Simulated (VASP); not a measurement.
# B: single point with BLYP

The system is B.

```xyz
8
Lattice="3.7120 0.0000 0.0000 0.0000 3.7120 0.0000 0.0000 0.0000 3.7120" Properties=species:S:1:pos:R:3 pbc="T T T"
B     0.0000    0.0000    3.7120
B     1.8560    1.8560    1.8560
B     0.9280    0.0000    1.8560
B     2.7840    0.0000    1.8560
B     1.8560    0.9280    3.7120
B     1.8560    2.7840    3.7120
B     3.7120    1.8560    0.9280
B     3.7120    1.8560    2.7840
```

| Property | Result |
| --- | --- |
| Program | VASP 6.6.1 |
| Task | single point |
| Functional | BLYP |
| Potentials or basis | VASP PAW PBE potentials, release 64 (B) |
| Cutoff | 520 eV |
| k mesh | 7 × 7 × 7 |
| Occupations | fermi-dirac, width 0.1 eV |
| Spin | no spin polarisation |

```json
{
  "Pressure": "0.0 GPa",
  "Band gap on the k mesh": "zero (band 12 reaches 13.01 eV, above the bottom of band 13 at 9.32 eV)"
}
```

Levels at points of the mesh, in eV from the Fermi level:
```csv
k point,band 10,band 11,band 12,band 13,band 14,band 15
"(0.00, 0.00, 0.00)",-2.43,-2.43,-2.43,-0.02,-0.02,-0.02
```

Wall time 18 s on 1 thread of Intel(R) Xeon(R) 6975P-C (Granite Rapids) (shared host), peak memory 0.15 GiB.

Caveat: the PAW data sets were made with another functional, which shifts forces and pressure a little.
